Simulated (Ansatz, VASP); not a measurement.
## SnC2 in VASP and in Ansatz

```
Sn C
1.0
    -1.97076    1.97076    3.23307
     1.97076   -1.97076    3.23307
     1.97076    1.97076   -3.23307
Sn C
1 2
Direct
  0.00000 0.00000 0.00000
  0.59753 0.59753 0.00000
  0.40247 0.40247 0.00000
```

Alike in both runs: task relaxation of cell and atoms; functional LDA; k mesh 12 × 12 × 12; no spin polarisation.

|  | VASP | Ansatz |
| --- | --- | --- |
| version | VASP 6.6.1 | Ansatz 0.2.0 |
| potentials or method | VASP PAW LDA potentials, release 64 (Sn_d, C), cutoff 600 eV | scalar-relativistic, plane waves, PAW |
| occupations | gaussian, width 0.01 eV | fixed |
| valence electrons in the cell | 22 | 22 |

```tsv
	VASP	Ansatz	Ansatz less VASP
gap on the k mesh at the Fermi level, each at its own relaxed structure (eV)	0.22	0.27	+0.042
relaxed volume (Å³/atom)	16.75	16.74	-0.003
relaxed cell length with the largest relative difference (Å)	4.269	4.269	-0.0003
```

LDA's correlation is that of Perdew and Zunger in VASP and of Perdew and Wang (1992) in Ansatz.
